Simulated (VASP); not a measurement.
# In (Pm-3m) in VASP: relaxation of cell and atoms with PBE

Aim: the relaxation of cell and atoms of In with PBE.

All numbers are computed with VASP 6.6.1; they aren't measurements. Logs are shortened: lines on timing, memory, paths and dates and some standing lists are left out, and cuts for length are marked.

### Step 1. The cell of the first run

The structure is cubic, space group Pm-3m (No. 221). The conventional cell has a = 3.026 Å, b = 3.026 Å, c = 3.026 Å, α = 90.00°, β = 90.00°, γ = 90.00°. In (site symmetry m-3m) has 6 In at 3.03 Å within 4.0 Å.

### Step 2. Relaxation of cell and atoms, PBE

INCAR

```
PREC     = Accurate       # precision mode
ENCUT    = 600            # plane-wave cutoff, eV
EDIFF    = 1E-6           # SCF threshold, eV
ISMEAR   = -1             # smearing method
SIGMA    = 0.03           # smearing width, eV
LREAL    = False          # projectors in reciprocal space
LASPH    = True           # aspherical terms in the spheres
NELM     = 100            # most SCF steps
ALGO     = Normal         # electronic algorithm
ISIF     = 3              # what is computed and relaxed
LWAVE    = False          # write WAVECAR
LCHARG   = False          # write CHGCAR
GGA      = PE             # functional
IBRION   = 2              # ionic algorithm
NSW      = 100            # ionic steps
EDIFFG   = -0.005         # ionic threshold
```

KPOINTS

```
regular mesh
0
Gamma
  12 12 12
```

POSCAR

```
In
1.0
    3.0255967940      0.0000000000      0.0000000000
    0.0000000000      3.0255967940      0.0000000000
    0.0000000000      0.0000000000      3.0255967940
In
1
Direct
    0.0000000000      0.0000000000      0.0000000000
```

Potentials or basis: VASP PAW PBE potentials, release 64 (In_d).

Launch:

```sh
cat potpaw_PBE.64/In_d/POTCAR > POTCAR
mpirun -np 1 vasp_std > vasp.out
```

OUTCAR:

```text
PREC = Accurate
   ENCUT = 600
   EDIFF = 1E-6
   ISMEAR = -1
   LREAL = False
   LASPH = True
   NELM = 100
   ISIF = 3
   GGA = PE
   IBRION = 2
   NSW = 100
   EDIFFG = -0.005

 ion  position               nearest neighbor table
   1  0.000  0.000  0.000-

  LATTYP: Found a simple cubic cell.
 ALAT       =     3.0255967940

  Lattice vectors:

 A1 = (   3.0255967940,   0.0000000000,   0.0000000000)
 A2 = (   0.0000000000,   3.0255967940,   0.0000000000)
 A3 = (   0.0000000000,   0.0000000000,   3.0255967940)

Analysis of symmetry for initial positions (statically):
=====================================================================
 Subroutine PRICEL returns:
 Original cell was already a primitive cell.

 Routine SETGRP: Setting up the symmetry group for a
 simple cubic supercell.

 Subroutine GETGRP returns: Found 48 space group operations
 (whereof 48 operations were pure point group operations)
 out of a pool of 48 trial point group operations.

The static configuration has the point symmetry O_h .

Analysis of symmetry for dynamics (positions and initial velocities):
=====================================================================
 Subroutine PRICEL returns:
 Original cell was already a primitive cell.

 Routine SETGRP: Setting up the symmetry group for a
 simple cubic supercell.

 Subroutine GETGRP returns: Found 48 space group operations
 (whereof 48 operations were pure point group operations)
 out of a pool of 48 trial point group operations.

The dynamic configuration has the point symmetry O_h .

 Subroutine INISYM returns: Found 48 space group operations
 (whereof 48 operations are pure point group operations),
 and found     1 'primitive' translations

----------------------------------------------------------------------------------------

                                     Primitive cell

  volume of cell :      27.6970

  direct lattice vectors                    reciprocal lattice vectors
     3.025596794  0.000000000  0.000000000     0.330513306  0.000000000  0.000000000
     0.000000000  3.025596794  0.000000000     0.000000000  0.330513306  0.000000000
     0.000000000  0.000000000  3.025596794     0.000000000  0.000000000  0.330513306

  length of vectors
     3.025596794  3.025596794  3.025596794     0.330513306  0.330513306  0.330513306

  position of ions in fractional coordinates (direct lattice)
     0.000000000  0.000000000  0.000000000

  ion indices of the primitive-cell ions
   primitive index   ion index
                 1           1

----------------------------------------------------------------------------------------

 KPOINTS: regular mesh

Automatic generation of k-mesh.
 Grid dimensions read from file:
 generate k-points for:   12   12   12

 Generating k-lattice:

  Cartesian coordinates                     Fractional coordinates (reciprocal lattice)
     0.027542776  0.000000000  0.000000000     0.083333333  0.000000000  0.000000000
     0.000000000  0.027542776  0.000000000     0.000000000  0.083333333  0.000000000
     0.000000000  0.000000000  0.027542776     0.000000000  0.000000000  0.083333333

  Length of vectors
     0.027542776  0.027542776  0.027542776

  Shift w.r.t. Gamma in fractional coordinates (k-lattice)
     0.000000000  0.000000000  0.000000000

 Subroutine IBZKPT returns following result:
 ===========================================

 Found     84 irreducible k-points:

 Following reciprocal coordinates:
            Coordinates               Weight
  0.000000  0.000000  0.000000      1.000000
  0.083333  0.000000  0.000000      6.000000
  0.166667  0.000000  0.000000      6.000000
  0.250000  0.000000  0.000000      6.000000
  0.333333  0.000000  0.000000      6.000000
  0.416667  0.000000  0.000000      6.000000
[... 16 lines left out ...]
  0.333333  0.333333  0.000000     12.000000
  0.416667  0.333333  0.000000     24.000000
 [... further k-points ...]
   k-points           NKPTS =     84   k-points in BZ     NKDIM =     84   number of bands    NBANDS=     10
   number of dos      NEDOS =    301   number of ions     NIONS =      1
   total plane-waves  NPLWV =  13824
   dimension x,y,z NGX =    24 NGY =   24 NGZ =   24
   dimension x,y,z NGXF=    48 NGYF=   48 NGZF=   48
   ions per type =               1
   NGX,Y,Z   is equivalent  to a cutoff of  13.19, 13.19, 13.19 a.u.
   NGXF,Y,Z  is equivalent  to a cutoff of  26.37, 26.37, 26.37 a.u.
 SYSTEM =  unknown system
   PREC   = accura    normal or accurate (medium, high low for compatibility)
   ISTART =      0    job   : 0-new  1-cont  2-samecut
   ICHARG =      2    charge: 1-file 2-atom 10-const
   ISPIN  =      1    spin polarized calculation?
   LNONCOLLINEAR =      F non collinear calculations
   LSORBIT =      F    spin-orbit coupling
   LASPH  =      T    aspherical Exc in radial PAW
   ENCUT  =  600.0 eV  44.10 Ry    6.64 a.u.   6.04  6.04  6.04*2*pi/ulx,y,z
   NELM   =    100;   NELMIN=  2; NELMDL= -5     # of ELM steps
   EDIFF  = 0.1E-05   stopping-criterion for ELM
   LREAL  =      F    real-space projection
   EDIFFG = -.5E-02   stopping-criterion for IOM
   NSW    =    100    number of steps for IOM
   IBRION =      2    ionic relax: 0-MD 1-quasi-New 2-CG
   NFREE  =      1    steps in history (QN), initial steepest desc. (CG)
   ISIF   =      3    stress and relaxation
   ISYM   =      2    0-nonsym 1-usesym 2-fastsym
   POTIM  = 0.5000    time-step for ionic-motion
   TEBEG  =    0.0;   TEEND  =   0.0 temperature during run
   PSTRESS=    0.0 pullay stress
   NELECT =      13.0000    total number of electrons
   NUPDOWN=      -1.0000    fix difference up-down
   EMIN   =  10.00;   EMAX   =-10.00  energy-range for DOS
   EFERMI =   0.00;   METHOD = LEGACY
   ISMEAR =    -1;   SIGMA  =   0.03  broadening in eV -4-tet -1-fermi 0-gaus
   EFERMI_NEDOS =   21; number of points for ismear=-14 and -15
   IALGO  =     38    algorithm
   IMIX   =      4    mixing-type and parameters
     AMIX     =   0.40;   BMIX     =  1.00
     AMIX_MAG =   1.60;   BMIX_MAG =  1.00
  volume/ion in A,a.u.               =      27.70       186.91
  Fermi-wavevector in a.u.,A,eV,Ry     =   1.272267  2.404236 22.023248  1.618663
  Thomas-Fermi vector in A             =   2.405155
   LORBIT       =      0    0 simple, 1 ext, 2 COOP (PROOUT), +10 PAW based schemes
   GGA     = PE    functional components
   LHFCALC =     F    Hartree Fock is set to
   AEXX    =    0.0000 exact exchange contribution
   IVDW    =     0    specifies the selected vdW correction
   LEPSILON=     F    determine dielectric tensor
   LRPA    =     F    only Hartree local field effects (RPA)
 conjugate gradient relaxation of ions
 non-spin polarized calculation
  energy-cutoff  :      600.00
  volume of cell :       27.70
 maximum number of plane-waves:       952
   NGX = 13   NGY = 13   NGZ = 13

--------------------------------------- Ionic step        1  -------------------------------------------

 number of electron      13.0000011 magnetization

 Free energy of the ion-electron system (eV)
  ---------------------------------------------------
  ext. energy  EPLUGINS =         0.00000000
  ---------------------------------------------------
  free energy    TOTEN  =        -2.45357631 eV

  energy without entropy =       -2.45266838  energy(sigma->0) =       -2.45312235

------------------------ aborting loop because EDIFF is reached ----------------------------------------

  FORCE on cell =-STRESS in cart. coord.  units (eV):
  Direction    XX          YY          ZZ          XY          YZ          ZX
  --------------------------------------------------------------------------------------
  -------------------------------------------------------------------------------------
  Total        0.3899083      0.3899083      0.3899083      0.0000000     -0.0000000      0.0000000
  in kB       22.5548486     22.5548486     22.5548486      0.0000000     -0.0000000      0.0000000
  external PRESSURE =      22.5548486 kB  Pullay stress =       0.0000000 kB
[... 125 lines left out ...]
  energy  without entropy=       -2.4633163848  energy(sigma->0) =       -2.46401579

--------------------------------------- Ionic step        5  -------------------------------------------

 number of electron      12.9999984 magnetization

 Free energy of the ion-electron system (eV)
  ---------------------------------------------------
  ext. energy  EPLUGINS =         0.00000000
  ---------------------------------------------------
  free energy    TOTEN  =        -2.46474949 eV

  energy without entropy =       -2.46337035  energy(sigma->0) =       -2.46405992

 E-fermi :   6.0485     XC(G=0):  -9.6262

 val. band max:        6.0159873378   @ k =   0.5000   0.5000   0.3333
 cond. band min:       6.1821070866   @ k =   0.5000   0.4167   0.4167
 fundamental gap:      0.1661197488
 Fermi energy:         6.0484739587

 k-point     1 :       0.0000    0.0000    0.0000
  band No.  band energies     occupation
      1      -8.8173      2.00000
      2      -8.8173      2.00000
      3      -8.1641      2.00000
      4      -8.1641      2.00000
      5      -8.1641      2.00000
      6      -2.7305      2.00000
      7      13.2083      0.00000
      8      13.2083      0.00000
      9      13.2083      0.00000
     10      16.3618      0.00000
[... 287 lines left out ...]
 k-point    24 :       0.4167    0.3333    0.0000
  band No.  band energies     occupation
      1      -8.6009      2.00000
      2      -8.5359      2.00000
      3      -8.3135      2.00000
      4      -8.2784      2.00000
      5      -8.1261      2.00000
      6       1.8456      2.00000
      7       5.4132      2.00000
      8       8.0730      0.00000
      9      12.2944      0.00000
     10      17.8306      0.00000

 [... further k-points ...]
[... 5 lines left out ...]
  --------------------------------------------------------------------------------------
  -------------------------------------------------------------------------------------
  Total       -0.0002032     -0.0002032     -0.0002032     -0.0000000     -0.0000000      0.0000000
  in kB       -0.0110570     -0.0110570     -0.0110570     -0.0000000     -0.0000000      0.0000000
  external PRESSURE =      -0.0110570 kB  Pullay stress =       0.0000000 kB
[... 16 lines left out ...]
  FREE ENERGIE OF THE ION-ELECTRON SYSTEM (eV)
  ---------------------------------------------------
  free  energy   TOTEN  =        -2.4647494877 eV

  energy  without entropy=       -2.4633703471  energy(sigma->0) =       -2.46405992

 reached required accuracy - stopping structural energy minimisation
```

Wall time 22 s (1 thread of Intel Xeon 6975P-C (Granite Rapids), shared host); peak memory 0.16 GiB.

Results:

```
Free energy                            : -2.4647 eV
Relaxed volume                         : 29.44 Å³/atom
Relaxed cell                           : a = 3.088 Å, b = 3.088 Å, c = 3.088 Å, α = 90.00°, β = 90.00°, γ = 90.00°
Space group after relaxing (to 0.05 Å) : Pm-3m (No. 221)
Energy gained by relaxing              : 11.2 meV/atom
Ionic steps                            : 5
Pressure after relaxing                : 0.0 GPa
```

The path:
| step | energy change (eV) | largest force (eV/Å) | pressure (GPa) | volume (Å³) |
| --- | --- | --- | --- | --- |
| 1 | 0.0000 | 0.0000 | 2.26 | 27.70 |
| 2 | -0.0111 | 0.0000 | 0.09 | 29.29 |
| 3 | -0.0112 | 0.0000 | 0.07 | 29.37 |
| 4 | -0.0111 | 0.0000 | -0.10 | 29.54 |
| 5 | -0.0112 | 0.0000 | 0.00 | 29.44 |

Final structure:
```yaml
crystal:
  lattice:
    - [3.08777, 0.00000, 0.00000]
    - [0.00000, 3.08777, 0.00000]
    - [0.00000, 0.00000, 3.08777]
  atoms:
    - { symbol: In, position: [0.00000, 0.00000, 0.00000] }
```

Levels at points of the mesh, in eV from the Fermi level:
| k point | band 2 | band 3 | band 4 | band 5 | band 6 | band 7 | band 8 | band 9 | band 10 |
| --- | --- | --- | --- | --- | --- | --- | --- | --- | --- |
| (0.00, 0.00, 0.00) | -14.87 | -14.21 | -14.21 | -14.21 | -8.78 | 7.16 | 7.16 | 7.16 | 10.31 |
| (0.50, 0.00, 0.00) | -14.41 | -14.39 | -14.39 | -14.20 | -5.31 | -3.19 | 10.09 | 10.09 | 12.63 |
| (0.50, 0.50, 0.00) | -14.61 | -14.37 | -14.37 | -14.02 | -1.70 | -0.52 | -0.52 | 3.92 | 13.43 |
| (0.50, 0.50, 0.50) | -14.62 | -14.62 | -14.01 | -14.01 | 2.09 | 2.09 | 2.09 | 2.52 | 7.13 |

Caveat: spin-orbit coupling is left out, which moves the levels of the heavy elements.
